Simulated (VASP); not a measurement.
A run of VASP 6.6.1:

INCAR

```
PREC     = Accurate       # precision mode
ENCUT    = 600            # plane-wave cutoff, eV
EDIFF    = 1E-7           # SCF threshold, eV
ISMEAR   = -1             # smearing method
SIGMA    = 0.05           # smearing width, eV
LREAL    = F              # projectors in reciprocal space
LASPH    = T              # aspherical terms in the spheres
NELM     = 60             # most SCF steps
ALGO     = Normal         # electronic algorithm
ISIF     = 3              # what is computed and relaxed
LWAVE    = F              # write WAVECAR
LCHARG   = F              # write CHGCAR
GGA      = PE             # functional
IVDW     = 13             # dispersion correction
IBRION   = 2              # ionic algorithm
NSW      = 60             # ionic steps
EDIFFG   = -0.01          # ionic threshold
```

Contents of KPOINTS:

```
Automatic mesh
0
Gamma
  10 10 3
```

POSCAR

```
MoS2
1.0
    3.1690000000      0.0000000000      0.0000000000
   -1.5845000000      2.7444345046      0.0000000000
    0.0000000000      0.0000000000     12.3240000000
Mo S
2 4
Direct
    0.6666666667      0.3333333333      0.7500000000
    0.3333333333      0.6666666667      0.2500000000
    0.6666666667      0.3333333333      0.3770000000
    0.3333333333      0.6666666667      0.8770000000
    0.6666666667      0.3333333333      0.1230000000
    0.3333333333      0.6666666667      0.6230000000
```

Potentials or basis: VASP PAW PBE potentials, release 64 (Mo_sv, S).

Launch:

```bash
$ cat potpaw_PBE.64/Mo_sv/POTCAR potpaw_PBE.64/S/POTCAR > POTCAR
$ mpirun -np 1 vasp_std > vasp.out
```

Hardware: 1 thread of Intel(R) Xeon(R) 6975P-C (Granite Rapids), with other jobs on the host.

Problem. How long does it take, and how much memory?

Solution. Run time: 7.7 min on 1 thread of Intel(R) Xeon(R) 6975P-C (Granite Rapids) (shared host), peak memory 0.32 GiB. Counts: scf iterations 115, k points 28, ion steps 12.
